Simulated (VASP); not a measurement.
# NaCl (F-43m) in VASP: further runs

The runs below take NaCl through single point, with PBE, r2SCAN.

Everything below comes from runs of VASP 6.6.1. Logs are shortened: lines on timing, memory, paths and dates and some standing lists are left out, and cuts for length are marked.

## (1) The cell of the first run

Symmetry: F-43m, No. 216, cubic system. The conventional cell has a = 6.127 Å, b = 6.127 Å, c = 6.127 Å, α = 90.00°, β = 90.00°, γ = 90.00°. Na (site symmetry -43m) has 4 Cl at 2.65 Å within 3.5 Å. Within 3.5 Å of Cl (site symmetry -43m) lie 4 Na at 2.65 Å.

## (2) Single point, PBE (strain -0.8%)

File INCAR:

```
PREC = Accurate
ENCUT = 520
EDIFF = 1E-7
ISMEAR = -1
SIGMA = 0.02
LREAL = False
LASPH = True
NELM = 60
ALGO = Normal
ISIF = 2
LWAVE = False
LCHARG = False
GGA = PE
NBANDS = 14
```

File KPOINTS:

```
regular mesh
0
Gamma
  8 8 8
```

File POSCAR:

```
NaCl
1.0
    0.0000000000      3.0635007771      3.0635007771
    3.0635007771      0.0000000000      3.0635007771
    3.0635007771      3.0635007771      0.0000000000
Na Cl
1 1
Direct
    0.0000000000      0.0000000000      0.0000000000
    0.2500000000      0.2500000000      0.2500000000
```

Potentials or basis: VASP PAW PBE potentials, release 64 (Na_pv, Cl).

Launch:

```bash
$ cat potpaw_PBE.64/Na_pv/POTCAR potpaw_PBE.64/Cl/POTCAR > POTCAR
$ mpirun -np 1 vasp_std > vasp.out
```

OUTCAR:

```text
PREC = Accurate
   ENCUT = 520
   EDIFF = 1E-7
   ISMEAR = -1
   LREAL = False
   LASPH = True
   NELM = 60
   ISIF = 2
   GGA = PE

 ion  position               nearest neighbor table
   1  0.000  0.000  0.000-   2 2.65   2 2.65   2 2.65   2 2.65
   2  0.250  0.250  0.250-   1 2.65   1 2.65   1 2.65   1 2.65

  LATTYP: Found a face centered cubic cell.
 ALAT       =     6.1270015542

  Lattice vectors:

 A1 = (   0.0000000000,   3.0635007771,   3.0635007771)
 A2 = (   3.0635007771,   0.0000000000,   3.0635007771)
 A3 = (   3.0635007771,   3.0635007771,   0.0000000000)

Analysis of symmetry for initial positions (statically):
=====================================================================
 Subroutine PRICEL returns:
 Original cell was already a primitive cell.

 Routine SETGRP: Setting up the symmetry group for a
 face centered cubic supercell.

 Subroutine GETGRP returns: Found 24 space group operations
 (whereof 24 operations were pure point group operations)
 out of a pool of 48 trial point group operations.

The static configuration has the point symmetry T_d .

Analysis of symmetry for dynamics (positions and initial velocities):
=====================================================================
 Subroutine PRICEL returns:
 Original cell was already a primitive cell.

 Routine SETGRP: Setting up the symmetry group for a
 face centered cubic supercell.

 Subroutine GETGRP returns: Found 24 space group operations
 (whereof 24 operations were pure point group operations)
 out of a pool of 48 trial point group operations.

The dynamic configuration has the point symmetry T_d .

 Subroutine INISYM returns: Found 24 space group operations
 (whereof 24 operations are pure point group operations),
 and found     1 'primitive' translations

----------------------------------------------------------------------------------------

                                     Primitive cell

  volume of cell :      57.5021

  direct lattice vectors                    reciprocal lattice vectors
     0.000000000  3.063500777  3.063500777    -0.163211971  0.163211971  0.163211971
     3.063500777  0.000000000  3.063500777     0.163211971 -0.163211971  0.163211971
     3.063500777  3.063500777  0.000000000     0.163211971  0.163211971 -0.163211971

  length of vectors
     4.332444347  4.332444347  4.332444347     0.282691426  0.282691426  0.282691426

  position of ions in fractional coordinates (direct lattice)
     0.000000000  0.000000000  0.000000000
     0.250000000  0.250000000  0.250000000

  ion indices of the primitive-cell ions
   primitive index   ion index
                 1           1
                 2           2

----------------------------------------------------------------------------------------

 KPOINTS: regular mesh

Automatic generation of k-mesh.
 Grid dimensions read from file:
 generate k-points for:    8    8    8

 Generating k-lattice:

  Cartesian coordinates                     Fractional coordinates (reciprocal lattice)
    -0.020401496  0.020401496  0.020401496     0.125000000  0.000000000  0.000000000
     0.020401496 -0.020401496  0.020401496     0.000000000  0.125000000  0.000000000
     0.020401496  0.020401496 -0.020401496     0.000000000  0.000000000  0.125000000

  Length of vectors
     0.035336428  0.035336428  0.035336428

  Shift w.r.t. Gamma in fractional coordinates (k-lattice)
     0.000000000  0.000000000  0.000000000

 Subroutine IBZKPT returns following result:
 ===========================================

 Found     29 irreducible k-points:

 Following reciprocal coordinates:
            Coordinates               Weight
  0.000000  0.000000  0.000000      1.000000
  0.125000  0.000000  0.000000      8.000000
  0.250000  0.000000  0.000000      8.000000
  0.375000  0.000000  0.000000      8.000000
  0.500000  0.000000  0.000000      4.000000
  0.125000  0.125000  0.000000      6.000000
[... 16 lines left out ...]
  0.500000  0.250000  0.125000     48.000000
 -0.375000  0.250000  0.125000     24.000000
 [... further k-points ...]
   k-points           NKPTS =     29   k-points in BZ     NKDIM =     29   number of bands    NBANDS=     14
   number of dos      NEDOS =    301   number of ions     NIONS =      2
   total plane-waves  NPLWV =  32768
   dimension x,y,z NGX =    32 NGY =   32 NGZ =   32
   dimension x,y,z NGXF=    64 NGYF=   64 NGZF=   64
   ions per type =               1   1
   NGX,Y,Z   is equivalent  to a cutoff of  12.28, 12.28, 12.28 a.u.
   NGXF,Y,Z  is equivalent  to a cutoff of  24.56, 24.56, 24.56 a.u.
 SYSTEM =  unknown system
   PREC   = accura    normal or accurate (medium, high low for compatibility)
   ISTART =      0    job   : 0-new  1-cont  2-samecut
   ICHARG =      2    charge: 1-file 2-atom 10-const
   ISPIN  =      1    spin polarized calculation?
   LNONCOLLINEAR =      F non collinear calculations
   LSORBIT =      F    spin-orbit coupling
   LASPH  =      T    aspherical Exc in radial PAW
   ENCUT  =  520.0 eV  38.22 Ry    6.18 a.u.   8.06  8.06  8.06*2*pi/ulx,y,z
   NELM   =     60;   NELMIN=  2; NELMDL= -5     # of ELM steps
   EDIFF  = 0.1E-06   stopping-criterion for ELM
   LREAL  =      F    real-space projection
   EDIFFG = 0.1E-05   stopping-criterion for IOM
   NSW    =      0    number of steps for IOM
   IBRION =     -1    ionic relax: 0-MD 1-quasi-New 2-CG
   NFREE  =      0    steps in history (QN), initial steepest desc. (CG)
   ISIF   =      2    stress and relaxation
   ISYM   =      2    0-nonsym 1-usesym 2-fastsym
   POTIM  = 0.5000    time-step for ionic-motion
   TEBEG  =    0.0;   TEEND  =   0.0 temperature during run
   PSTRESS=    0.0 pullay stress
   NELECT =      14.0000    total number of electrons
   NUPDOWN=      -1.0000    fix difference up-down
   EMIN   =  10.00;   EMAX   =-10.00  energy-range for DOS
   EFERMI =   0.00;   METHOD = LEGACY
   ISMEAR =    -1;   SIGMA  =   0.02  broadening in eV -4-tet -1-fermi 0-gaus
   EFERMI_NEDOS =   21; number of points for ismear=-14 and -15
   IALGO  =     38    algorithm
   IMIX   =      4    mixing-type and parameters
     AMIX     =   0.40;   BMIX     =  1.00
     AMIX_MAG =   1.60;   BMIX_MAG =  1.00
  volume/ion in A,a.u.               =      28.75       194.02
  Fermi-wavevector in a.u.,A,eV,Ry     =   1.022248  1.931768 14.217960  1.044991
  Thomas-Fermi vector in A             =   2.155917
   LORBIT       =      0    0 simple, 1 ext, 2 COOP (PROOUT), +10 PAW based schemes
   GGA     = PE    functional components
   LHFCALC =     F    Hartree Fock is set to
   AEXX    =    0.0000 exact exchange contribution
   IVDW    =     0    specifies the selected vdW correction
   LEPSILON=     F    determine dielectric tensor
   LRPA    =     F    only Hartree local field effects (RPA)
 non-spin polarized calculation
  energy-cutoff  :      520.00
  volume of cell :       57.50
 maximum number of plane-waves:      1572
   NGX = 17   NGY = 17   NGZ = 17

 number of electron      13.9999996 magnetization

 Free energy of the ion-electron system (eV)
  ---------------------------------------------------
  ext. energy  EPLUGINS =         0.00000000
  ---------------------------------------------------
  free energy    TOTEN  =        -6.62961322 eV

  energy without entropy =       -6.62961322  energy(sigma->0) =       -6.62961322

 E-fermi :  -1.7868     XC(G=0):  -6.9432

 val. band max:       -2.3101211077   @ k =   0.0000   0.0000   0.0000
 cond. band min:       2.6873854610   @ k =   0.0000   0.0000   0.0000
 fundamental gap:      4.9975065688
 Fermi energy:        -1.7867589378

 k-point     1 :       0.0000    0.0000    0.0000
  band No.  band energies     occupation
      1     -22.8523      2.00000
      2     -22.8523      2.00000
      3     -22.8523      2.00000
      4     -14.4559      2.00000
      5      -2.3101      2.00000
      6      -2.3101      2.00000
      7      -2.3101      2.00000
      8       2.6874      0.00000
      9       8.9893      0.00000
     10       8.9893      0.00000
     11       8.9893      0.00000
     12      10.7577      0.00000
     13      10.7577      0.00000
     14      13.2832      0.00000

 k-point     2 :       0.1250    0.0000    0.0000
  band No.  band energies     occupation
      1     -22.8547      2.00000
      2     -22.8526      2.00000
      3     -22.8526      2.00000
      4     -14.4334      2.00000
      5      -2.5116      2.00000
      6      -2.3245      2.00000
      7      -2.3245      2.00000
      8       3.0545      0.00000
      9       8.6006      0.00000
     10       9.0887      0.00000
     11       9.0887      0.00000
     12      10.4037      0.00000
     13      10.4037      0.00000
     14      12.5534      0.00000

 k-point     3 :       0.2500    0.0000    0.0000
  band No.  band energies     occupation
      1     -22.8604      2.00000
      2     -22.8532      2.00000
      3     -22.8532      2.00000
      4     -14.3784      2.00000
      5      -2.9267      2.00000
      6      -2.3586      2.00000
      7      -2.3586      2.00000
      8       3.9194      0.00000
      9       7.8368      0.00000
     10       8.9362      0.00000
     11       8.9362      0.00000
     12      10.5490      0.00000
     13      10.5490      0.00000
     14      11.8595      0.00000
[... 324 lines left out ...]
 k-point    23 :       0.5000    0.2500    0.1250
  band No.  band energies     occupation
      1     -22.8662      2.00000
      2     -22.8567      2.00000
      3     -22.8547      2.00000
      4     -14.2927      2.00000
      5      -3.1790      2.00000
      6      -2.6695      2.00000
      7      -2.4629      2.00000
      8       5.3711      0.00000
      9       6.9072      0.00000
     10       7.7936      0.00000
     11       9.1033      0.00000
     12      10.7157      0.00000
     13      12.6105      0.00000
     14      13.1001      0.00000

 k-point    24 :      -0.3750    0.2500    0.1250
  band No.  band energies     occupation
      1     -22.8676      2.00000
      2     -22.8572      2.00000
      3     -22.8550      2.00000
      4     -14.2741      2.00000
      5      -3.2444      2.00000
      6      -2.7107      2.00000
      7      -2.4898      2.00000
      8       6.0537      0.00000
      9       6.2318      0.00000
     10       7.9659      0.00000
     11       8.9657      0.00000
     12      11.2461      0.00000
     13      12.1555      0.00000
     14      13.0930      0.00000

 [... further k-points ...]

------------------------ aborting loop because EDIFF is reached ----------------------------------------

  FORCE on cell =-STRESS in cart. coord.  units (eV):
  Direction    XX          YY          ZZ          XY          YZ          ZX
  --------------------------------------------------------------------------------------
  -------------------------------------------------------------------------------------
  Total        0.4236681      0.4236681      0.4236681      0.0000000      0.0000000      0.0000000
  in kB       11.8046284     11.8046284     11.8046284      0.0000000      0.0000000      0.0000000
  external PRESSURE =      11.8046284 kB  Pullay stress =       0.0000000 kB

 VOLUME and BASIS-vectors are now :
 -----------------------------------------------------------------------------
  energy-cutoff  :      520.00
  volume of cell :       57.50
      direct lattice vectors                 reciprocal lattice vectors
     0.000000000  3.063500777  3.063500777    -0.163211971  0.163211971  0.163211971
     3.063500777  0.000000000  3.063500777     0.163211971 -0.163211971  0.163211971
     3.063500777  3.063500777  0.000000000     0.163211971  0.163211971 -0.163211971

 POSITION                                       TOTAL-FORCE (eV/Angst)
 -----------------------------------------------------------------------------------
      0.00000      0.00000      0.00000        -0.000000      0.000000     -0.000000
      1.53175      1.53175      1.53175         0.000000     -0.000000      0.000000
 -----------------------------------------------------------------------------------
    total drift:                                0.000002      0.000002      0.000002

  FREE ENERGIE OF THE ION-ELECTRON SYSTEM (eV)
  ---------------------------------------------------
  free  energy   TOTEN  =        -6.6296132207 eV

  energy  without entropy=       -6.6296132207  energy(sigma->0) =       -6.62961322
```

It took 32 s on 1 thread of Intel Xeon 8259CL, shared host; peak memory 0.17 GiB.

Results:

```
Free energy            : -6.6296 eV
Pressure               : 1.2 GPa
Band gap on the k mesh : 5.00 eV
```

Caveat: the cell differs from its parent crystal (strain -0.8%). A k mesh can miss the band edges.

(Part 1 of 2 ends here.)
